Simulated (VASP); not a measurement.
Here is a VASP 6.6.1 calculation.

File POSCAR:

```
CdS
1.0
    4.3447435705      0.0000000000      0.0000000000
   -2.1723717853      3.7626578259      0.0000000000
    0.0000000000      0.0000000000      5.9180092144
Cd S
1 1
Direct
    0.0000000000      0.0000000000      0.4426920000
    0.6666666667      0.3333333333      0.4343080000
```

The input INCAR.step1:

```
SYSTEM = CdS
ALGO = Normal
EDIFF = 1E-4
ENCUT = 520
GGA = PE
ISMEAR = 0
LASPH = .TRUE.
LCHARG = .FALSE.
LREAL = .FALSE.
LWAVE = .TRUE.
NBANDS = 16
NELM = 80
PREC = Accurate
SIGMA = 0.01
```

Contents of INCAR.step2:

```
SYSTEM = CdS
ALGO = Normal
EDIFF = 1E-6
ENCUT = 520
ISIF = 2
ISMEAR = 0
ISTART = 1
LASPH = .TRUE.
LCHARG = .TRUE.
LELF = .TRUE.
LMIXTAU = .TRUE.
LREAL = .FALSE.
LVHAR = .TRUE.
LWAVE = .FALSE.
METAGGA = R2SCAN
NBANDS = 16
NELM = 80
PREC = Accurate
SIGMA = 0.01
```

The input KPOINTS:

```
k-points
0
G
  6 6 4
  0 0 0
```

Potentials or basis: VASP PAW PBE potentials, release 64 (Cd, S).

Run with:

```sh
$ cat potpaw_PBE.64/Cd/POTCAR potpaw_PBE.64/S/POTCAR > POTCAR
$ cp INCAR.step1 INCAR
$ mpirun -np 1 vasp_std > vasp.out
$ cp INCAR.step2 INCAR
$ mpirun -np 1 vasp_std > vasp.out
```

Question: Predict the largest force.

Answer: 0.027 eV/Å.

Question: Estimate the band gap on the k mesh.

Answer: 1.76 eV (least direct gap 1.79 eV).

Question: Predict the pressure.

Answer: -2.1 GPa.

Stress tensor (GPa, compression positive):
```
-3.13  0.00  0.00
 0.00 -3.13  0.00
 0.00  0.00 -0.07
```

Caveat: the PAW data sets were made with another functional, which shifts forces and pressure a little. A k mesh can miss the band edges.
